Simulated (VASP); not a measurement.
Input of a VASP 6.6.1 run:

The input POSCAR:

```
Ru
1.0
    2.7582047206      0.0000000000      0.0000000000
   -1.3791023603      2.3886753569      0.0000000000
    0.0000000000      0.0000000000      4.3406307481
Ru
2
Direct
    0.3333333333      0.6666666667      0.2500000000
    0.6666666667      0.3333333333      0.7500000000
```

Contents of INCAR.step1:

```
  PREC = Accurate
  ENCUT = 520
  ISMEAR = 0
  SIGMA = 0.1
  LREAL = False
  LASPH = True
  NELM = 100
  NBANDS = 21
  GGA = PE
  ALGO = Normal
  EDIFF = 1E-4
  LWAVE = True
  LCHARG = False
```

File INCAR.step2:

```
  PREC = Accurate
  ENCUT = 520
  EDIFF = 1E-7
  ISMEAR = 0
  SIGMA = 0.1
  LREAL = False
  LASPH = True
  NELM = 100
  ALGO = Normal
  ISIF = 2
  LWAVE = False
  LCHARG = False
  METAGGA = R2SCAN
  LMIXTAU = True
  NBANDS = 21
  ISTART = 1
```

The input KPOINTS:

```
Automatic mesh
0
Gamma
  18 18 10
```

Potentials or basis: VASP PAW PBE potentials, release 64 (Ru_pv).

The run is started by

```bash
$ cat potpaw_PBE.64/Ru_pv/POTCAR > POTCAR
$ cp INCAR.step1 INCAR
$ mpirun -np 1 vasp_std > vasp.out
$ cp INCAR.step2 INCAR
$ mpirun -np 1 vasp_std > vasp.out
```

Question: Predict the band gap on the k mesh.

Answer: Zero (bands 14 and 15 overlap by 3.02 eV).

Question: Predict the pressure.

Answer: -15.9 GPa.

Stress tensor (GPa, compression positive):
```
-15.99   0.00   0.00
  0.00 -15.99   0.00
  0.00   0.00 -15.85
```

Caveat: the cell stands under tension; the PAW data sets were made with another functional, which shifts forces and pressure a little.
